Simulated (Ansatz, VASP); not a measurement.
ZrN in VASP and in Ansatz

```xyz
2
Lattice="0.0000 2.2943 2.2943 2.2943 0.0000 2.2943 2.2943 2.2943 0.0000" Properties=species:S:1:pos:R:3 pbc="T T T"
Zr    2.2943    2.2943    2.2943
N     0.0000    0.0000    0.0000
```

Alike in both runs: task single point; functional RPBE; k mesh 8 × 8 × 8; non-collinear spin, spin-orbit coupling.

```csv
,VASP,Ansatz
version,VASP 6.6.1,Ansatz 0.2.0
potentials or method,"VASP PAW PBE potentials, release 64 (Zr_sv, N), cutoff 600 eV","plane waves, PAW"
occupations,"fermi-dirac, width 0.1 eV",fermi-dirac
valence electrons in the cell,17,17
```

```csv
,VASP,Ansatz,Ansatz less VASP
pressure (GPa),5.3,5.1,-0.16
net moment per atom (μB),0.00,0.00,0.000
```

VASP's potentials were made for PBE, not for RPBE.
